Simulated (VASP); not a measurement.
# Si2Ni (fluorite type) (Fm-3m) in VASP: further runs

Runs on Si2Ni (fluorite type). Level: PBE. Tasks: single point.

All numbers are computed with VASP 6.6.1; they aren't measurements. Logs are shortened: lines on timing, memory, paths and dates and some standing lists are left out, and cuts for length are marked.

### 1 The cell of the first run

Symmetry: Fm-3m, No. 225, cubic system. The conventional cell has a = 4.829 Å, b = 4.829 Å, c = 4.829 Å, α = 90.00°, β = 90.00°, γ = 90.00°. Within 2.8 Å of Ni (site symmetry m-3m) lie 8 Si at 2.09 Å. Within 2.8 Å of Si (site symmetry -43m) lie 4 Ni at 2.09 Å and 6 Si at 2.41 Å.

### 2 Single point, PBE

The input, INCAR:

```
ALGO = Normal
EDIFF = 1E-7
ENCUT = 520
GGA = PE
ISIF = 2
ISMEAR = -1
LASPH = True
LCHARG = False
LREAL = False
LWAVE = False
NBANDS = 16
NELM = 100
PREC = Accurate
SIGMA = 0.1
```

The input, KPOINTS:

```
k-points
0
Gamma
  11 11 11
```

The input, POSCAR:

```
Si2Ni
1.0
    0.0000000000      2.4144761342      2.4144761342
    2.4144761342      0.0000000000      2.4144761342
    2.4144761342      2.4144761342      0.0000000000
Ni Si
1 2
Direct
    0.0000000000      0.0000000000      0.0000000000
    0.2500000000      0.2500000000      0.2500000000
    0.7500000000      0.7500000000      0.7500000000
```

Potentials or basis: VASP PAW PBE potentials, release 64 (Ni, Si).

Command:

```sh
> cat potpaw_PBE.64/Ni/POTCAR potpaw_PBE.64/Si/POTCAR > POTCAR
> mpirun -np 1 vasp_std > vasp.out
```

OUTCAR:

```text
EDIFF = 1E-7
   ENCUT = 520
   GGA = PE
   ISIF = 2
   ISMEAR = -1
   LASPH = True
   LREAL = False
   NELM = 100
   PREC = Accurate

 ion  position               nearest neighbor table
   1  0.000  0.000  0.000-   3 2.09   3 2.09   3 2.09   2 2.09   3 2.09   2 2.09   2 2.09   2 2.09

   2  0.250  0.250  0.250-   1 2.09   1 2.09   1 2.09   1 2.09   3 2.41   3 2.41   3 2.41   3 2.41
                             3 2.41   3 2.41
   3  0.750  0.750  0.750-   1 2.09   1 2.09   1 2.09   1 2.09   2 2.41   2 2.41   2 2.41   2 2.41
                             2 2.41   2 2.41

  LATTYP: Found a face centered cubic cell.
 ALAT       =     4.8289522684

  Lattice vectors:

 A1 = (   0.0000000000,   2.4144761342,   2.4144761342)
 A2 = (   2.4144761342,   0.0000000000,   2.4144761342)
 A3 = (   2.4144761342,   2.4144761342,   0.0000000000)

Analysis of symmetry for initial positions (statically):
=====================================================================
 Subroutine PRICEL returns:
 Original cell was already a primitive cell.

 Routine SETGRP: Setting up the symmetry group for a
 face centered cubic supercell.

 Subroutine GETGRP returns: Found 48 space group operations
 (whereof 48 operations were pure point group operations)
 out of a pool of 48 trial point group operations.

The static configuration has the point symmetry O_h .

Analysis of symmetry for dynamics (positions and initial velocities):
=====================================================================
 Subroutine PRICEL returns:
 Original cell was already a primitive cell.

 Routine SETGRP: Setting up the symmetry group for a
 face centered cubic supercell.

 Subroutine GETGRP returns: Found 48 space group operations
 (whereof 48 operations were pure point group operations)
 out of a pool of 48 trial point group operations.

The dynamic configuration has the point symmetry O_h .

 Subroutine INISYM returns: Found 48 space group operations
 (whereof 48 operations are pure point group operations),
 and found     1 'primitive' translations

----------------------------------------------------------------------------------------

                                     Primitive cell

  volume of cell :      28.1513

  direct lattice vectors                    reciprocal lattice vectors
     0.000000000  2.414476134  2.414476134    -0.207084259  0.207084259  0.207084259
     2.414476134  0.000000000  2.414476134     0.207084259 -0.207084259  0.207084259
     2.414476134  2.414476134  0.000000000     0.207084259  0.207084259 -0.207084259

  length of vectors
     3.414584895  3.414584895  3.414584895     0.358680457  0.358680457  0.358680457

  position of ions in fractional coordinates (direct lattice)
     0.000000000  0.000000000  0.000000000
     0.250000000  0.250000000  0.250000000
     0.750000000  0.750000000  0.750000000

  ion indices of the primitive-cell ions
   primitive index   ion index
                 1           1
                 2           2
                 3           3

----------------------------------------------------------------------------------------

 KPOINTS: k-points

Automatic generation of k-mesh.
 Grid dimensions read from file:
 generate k-points for:   11   11   11

 Generating k-lattice:

  Cartesian coordinates                     Fractional coordinates (reciprocal lattice)
    -0.018825842  0.018825842  0.018825842     0.090909091  0.000000000  0.000000000
     0.018825842 -0.018825842  0.018825842     0.000000000  0.090909091  0.000000000
     0.018825842  0.018825842 -0.018825842     0.000000000  0.000000000  0.090909091

  Length of vectors
     0.032607314  0.032607314  0.032607314

  Shift w.r.t. Gamma in fractional coordinates (k-lattice)
     0.000000000  0.000000000  0.000000000

 Subroutine IBZKPT returns following result:
 ===========================================

 Found     56 irreducible k-points:

 Following reciprocal coordinates:
            Coordinates               Weight
  0.000000  0.000000  0.000000      1.000000
  0.090909  0.000000  0.000000      8.000000
  0.181818  0.000000  0.000000      8.000000
  0.272727  0.000000  0.000000      8.000000
  0.363636  0.000000  0.000000      8.000000
  0.454545  0.000000  0.000000      8.000000
[... 16 lines left out ...]
 -0.272727  0.181818  0.000000     24.000000
 -0.181818  0.181818  0.000000     12.000000
 [... further k-points ...]
   k-points           NKPTS =     56   k-points in BZ     NKDIM =     56   number of bands    NBANDS=     16
   number of dos      NEDOS =    301   number of ions     NIONS =      3
   total plane-waves  NPLWV =  21952
   dimension x,y,z NGX =    28 NGY =   28 NGZ =   28
   dimension x,y,z NGXF=    56 NGYF=   56 NGZF=   56
   ions per type =               1   2
   NGX,Y,Z   is equivalent  to a cutoff of  13.63, 13.63, 13.63 a.u.
   NGXF,Y,Z  is equivalent  to a cutoff of  27.26, 27.26, 27.26 a.u.
 SYSTEM =  unknown system
   PREC   = accura    normal or accurate (medium, high low for compatibility)
   ISTART =      0    job   : 0-new  1-cont  2-samecut
   ICHARG =      2    charge: 1-file 2-atom 10-const
   ISPIN  =      1    spin polarized calculation?
   LNONCOLLINEAR =      F non collinear calculations
   LSORBIT =      F    spin-orbit coupling
   LASPH  =      T    aspherical Exc in radial PAW
   ENCUT  =  520.0 eV  38.22 Ry    6.18 a.u.   6.35  6.35  6.35*2*pi/ulx,y,z
   NELM   =    100;   NELMIN=  2; NELMDL= -5     # of ELM steps
   EDIFF  = 0.1E-06   stopping-criterion for ELM
   LREAL  =      F    real-space projection
   EDIFFG = 0.1E-05   stopping-criterion for IOM
   NSW    =      0    number of steps for IOM
   IBRION =     -1    ionic relax: 0-MD 1-quasi-New 2-CG
   NFREE  =      0    steps in history (QN), initial steepest desc. (CG)
   ISIF   =      2    stress and relaxation
   ISYM   =      2    0-nonsym 1-usesym 2-fastsym
   POTIM  = 0.5000    time-step for ionic-motion
   TEBEG  =    0.0;   TEEND  =   0.0 temperature during run
   PSTRESS=    0.0 pullay stress
   NELECT =      18.0000    total number of electrons
   NUPDOWN=      -1.0000    fix difference up-down
   EMIN   =  10.00;   EMAX   =-10.00  energy-range for DOS
   EFERMI =   0.00;   METHOD = LEGACY
   ISMEAR =    -1;   SIGMA  =   0.10  broadening in eV -4-tet -1-fermi 0-gaus
   EFERMI_NEDOS =   21; number of points for ismear=-14 and -15
   IALGO  =     38    algorithm
   IMIX   =      4    mixing-type and parameters
     AMIX     =   0.40;   BMIX     =  1.00
     AMIX_MAG =   1.60;   BMIX_MAG =  1.00
  volume/ion in A,a.u.               =       9.38        63.32
  Fermi-wavevector in a.u.,A,eV,Ry     =   1.410369  2.665211 27.063902  1.989141
  Thomas-Fermi vector in A             =   2.532330
   LORBIT       =      0    0 simple, 1 ext, 2 COOP (PROOUT), +10 PAW based schemes
   GGA     = PE    functional components
   LHFCALC =     F    Hartree Fock is set to
   AEXX    =    0.0000 exact exchange contribution
   IVDW    =     0    specifies the selected vdW correction
   LEPSILON=     F    determine dielectric tensor
   LRPA    =     F    only Hartree local field effects (RPA)
 non-spin polarized calculation
  energy-cutoff  :      520.00
  volume of cell :       28.15
 maximum number of plane-waves:       770
 NGX is ok and might be reduce to    28
   NGX = 13   NGY = 13   NGZ = 13

 number of electron      17.9999993 magnetization

 Free energy of the ion-electron system (eV)
  ---------------------------------------------------
  ext. energy  EPLUGINS =         0.00000000
  ---------------------------------------------------
  free energy    TOTEN  =       -14.12646444 eV

  energy without entropy =      -14.10107370  energy(sigma->0) =      -14.11376907

 E-fermi :  16.6420     XC(G=0): -13.2280

 val. band max:       16.6298107107   @ k =   0.4545   0.3636   0.0000
 cond. band min:      16.6481937367   @ k =  -0.4545   0.3636   0.0000
 fundamental gap:      0.0183830259
 Fermi energy:        16.6420245341

 k-point     1 :       0.0000    0.0000    0.0000
  band No.  band energies     occupation
      1      -1.2027      2.00000
      2       8.4186      2.00000
      3       8.4186      2.00000
      4       8.4186      2.00000
      5      10.4118      2.00000
      6      10.4118      2.00000
[... 8 lines left out ...]
     15      22.0211      0.00000
     16      22.0211      0.00000

 k-point     2 :       0.0909    0.0000    0.0000
  band No.  band energies     occupation
      1      -1.0450      2.00000
      2       8.2477      2.00000
      3       8.4694      2.00000
      4       8.4694      2.00000
      5      10.3798      2.00000
      6      10.3798      2.00000
[... 8 lines left out ...]
     15      20.9602      0.00000
     16      21.8093      0.00000

 k-point     3 :       0.1818    0.0000    0.0000
  band No.  band energies     occupation
      1      -0.5760      2.00000
      2       7.7218      2.00000
      3       8.5986      2.00000
      4       8.5986      2.00000
      5      10.3249      2.00000
      6      10.3249      2.00000
[... 8 lines left out ...]
     15      21.2600      0.00000
     16      22.9270      0.00000

 k-point     4 :       0.2727    0.0000    0.0000
  band No.  band energies     occupation
      1       0.1910      2.00000
      2       6.8000      2.00000
      3       8.7361      2.00000
      4       8.7361      2.00000
      5      10.3504      2.00000
      6      10.3504      2.00000
[... 8 lines left out ...]
     15      22.3229      0.00000
     16      24.7567      0.00000

 k-point     5 :       0.3636    0.0000    0.0000
  band No.  band energies     occupation
      1       1.2291      2.00000
      2       5.5098      2.00000
      3       8.8081      2.00000
      4       8.8081      2.00000
      5      10.5268      2.00000
      6      10.5268      2.00000
[... 8 lines left out ...]
     15      24.1297      0.00000
     16      26.5976      0.00000

 k-point     6 :       0.4545    0.0000    0.0000
  band No.  band energies     occupation
      1       2.4640      2.00000
      2       4.0767      2.00000
      3       8.8214      2.00000
      4       8.8214      2.00000
      5      10.6033      2.00000
      6      10.7399      2.00000
[... 8 lines left out ...]
     15      25.9420      0.00000
     16      28.3975      0.00000

 k-point     7 :       0.0909    0.0909    0.0000
  band No.  band energies     occupation
      1      -0.9925      2.00000
      2       8.2652      2.00000
      3       8.4566      2.00000
      4       8.4566      2.00000
      5      10.2599      2.00000
      6      10.4664      2.00000
[... 8 lines left out ...]
     15      22.2620      0.00000
     16      22.2620      0.00000

 k-point     8 :       0.1818    0.0909    0.0000
  band No.  band energies     occupation
      1      -0.6271      2.00000
      2       7.9135      2.00000
      3       8.5369      2.00000
      4       8.5714      2.00000
      5      10.0980      2.00000
      6      10.5008      2.00000
[... 8 lines left out ...]
     15      22.1053      0.00000
     16      22.7145      0.00000

 k-point     9 :       0.2727    0.0909    0.0000
  band No.  band energies     occupation
      1       0.0410      2.00000
      2       7.1799      2.00000
      3       8.6618      2.00000
      4       8.7153      2.00000
      5      10.0108      2.00000
      6      10.5509      2.00000
[... 8 lines left out ...]
     15      23.1668      0.00000
     16      24.7168      0.00000
[... 172 lines left out ...]
 k-point    19 :       0.3636    0.1818    0.0000
  band No.  band energies     occupation
      1       1.0498      2.00000
      2       6.6198      2.00000
      3       8.5889      2.00000
      4       8.8382      2.00000
      5       9.5993      2.00000
      6      10.8048      2.00000
[... 8 lines left out ...]
     15      25.9650      0.00000
     16      27.1821      0.00000

 k-point    20 :       0.4545    0.1818    0.0000
  band No.  band energies     occupation
      1       2.1548      2.00000
      2       5.3984      2.00000
      3       8.3693      2.00000
      4       8.9574      2.00000
      5       9.8012      2.00000
      6      10.6536      2.00000
[... 8 lines left out ...]
     15      27.1617      0.00000
     16      28.5654      0.00000

 k-point    21 :      -0.4545    0.1818    0.0000
  band No.  band energies     occupation
      1       3.3717      2.00000
      2       4.0864      2.00000
      3       8.1434      2.00000
      4       9.0667      2.00000
      5       9.8620      2.00000
      6      10.6262      2.00000
[... 8 lines left out ...]
     15      25.7427      0.00000
     16      27.3361      0.00000

 k-point    22 :      -0.3636    0.1818    0.0000
  band No.  band energies     occupation
      1       2.5611      2.00000
      2       4.9407      2.00000
      3       7.9856      2.00000
      4       9.1837      2.00000
      5      10.1491      2.00000
      6      10.2131      2.00000
[... 8 lines left out ...]
     15      25.0850      0.00000
     16      25.7627      0.00000

 k-point    23 :      -0.2727    0.1818    0.0000
  band No.  band energies     occupation
      1       1.3869      2.00000
      2       6.2009      2.00000
      3       7.9952      2.00000
      4       9.2409      2.00000
      5       9.8728      2.00000
      6      10.7154      2.00000
[... 8 lines left out ...]
     15      23.9563      0.00000
     16      26.6619      0.00000

 k-point    24 :      -0.1818    0.1818    0.0000
  band No.  band energies     occupation
      1       0.4466      2.00000
      2       7.0288      2.00000
      3       8.2237      2.00000
      4       9.0461      2.00000
      5       9.8889      2.00000
      6      10.6470      2.00000
[... 8 lines left out ...]
     15      23.8546      0.00000
     16      25.9028      0.00000

 [... further k-points ...]

------------------------ aborting loop because EDIFF is reached ----------------------------------------

  FORCE on cell =-STRESS in cart. coord.  units (eV):
  Direction    XX          YY          ZZ          XY          YZ          ZX
  --------------------------------------------------------------------------------------
  -------------------------------------------------------------------------------------
  Total       20.9597383     20.9597383     20.9597383      0.0000000      0.0000000     -0.0000000
  in kB     1192.8825659   1192.8825659   1192.8825659      0.0000000      0.0000000     -0.0000000
  external PRESSURE =    1192.8825659 kB  Pullay stress =       0.0000000 kB

 VOLUME and BASIS-vectors are now :
 -----------------------------------------------------------------------------
  energy-cutoff  :      520.00
  volume of cell :       28.15
      direct lattice vectors                 reciprocal lattice vectors
     0.000000000  2.414476134  2.414476134    -0.207084259  0.207084259  0.207084259
     2.414476134  0.000000000  2.414476134     0.207084259 -0.207084259  0.207084259
     2.414476134  2.414476134  0.000000000     0.207084259  0.207084259 -0.207084259

 POSITION                                       TOTAL-FORCE (eV/Angst)
 -----------------------------------------------------------------------------------
      0.00000      0.00000      0.00000        -0.000000      0.000000     -0.000000
      1.20724      1.20724      1.20724         0.000000     -0.000000     -0.000000
      3.62171      3.62171      3.62171        -0.000000      0.000000      0.000000
 -----------------------------------------------------------------------------------
    total drift:                               -0.000000     -0.000000      0.000000

  FREE ENERGIE OF THE ION-ELECTRON SYSTEM (eV)
  ---------------------------------------------------
  free  energy   TOTEN  =       -14.1264644390 eV

  energy  without entropy=      -14.1010736973  energy(sigma->0) =      -14.11376907
```

It took 24 s on 1 thread of AMD EPYC 7R13 (Zen 3), shared host; peak memory 0.14 GiB.

What came out:

```
Free energy            : -14.1265 eV
Pressure               : 119.3 GPa
Band gap on the k mesh : zero (bands 9 and 10 overlap by 1.24 eV)
```

Caveat: the cell stands under pressure. Spin polarisation is off, so any magnetic state and its effect on volume and gap are missing.

### 3 Single point, PBE

The input, INCAR:

```
PREC = Accurate
ENCUT = 520
EDIFF = 1E-6
ISMEAR = -1
SIGMA = 0.1
LREAL = F
LASPH = T
NELM = 80
ALGO = Normal
ISIF = 2
LWAVE = F
LCHARG = F
GGA = PE
NBANDS = 16
```

The input, KPOINTS:

```
Automatic mesh
0
Gamma
  11 11 11
```

The input, POSCAR:

```
Si2Ni
1.0
    0.0000000000      2.4141090058      2.4141090058
    2.4141090058      0.0000000000      2.4141090058
    2.4141090058      2.4141090058      0.0000000000
Ni Si
1 2
Direct
    0.0000000000      0.0000000000      0.0000000000
    0.2500000000      0.2500000000      0.2500000000
    0.7500000000      0.7500000000      0.7500000000
```

Potentials or basis: VASP PAW PBE potentials, release 64 (Ni, Si).

Command:

```sh
> cat potpaw_PBE.64/Ni/POTCAR potpaw_PBE.64/Si/POTCAR > POTCAR
> mpirun -np 1 vasp_std > vasp.out
```

Wall time 24 s (1 thread of AMD EPYC 7R13 (Zen 3), shared host); peak memory 0.14 GiB.

It converged, with:

```yaml
Free_energy: -14.1169 eV
Pressure: 119.5 GPa
Band_gap_on_the_k_mesh: zero (bands 9 and 10 overlap by 1.24 eV)
```

Levels at points of the mesh, in eV from the Fermi level:
```csv
k point,band 7,band 8,band 9,band 10,band 11,band 12
"(0.00, 0.00, 0.00)",1.08,1.08,1.08,1.90,1.90,1.90
```

Caveat: the cell stands under pressure. Spin polarisation is off, so any magnetic state and its effect on volume and gap are missing.
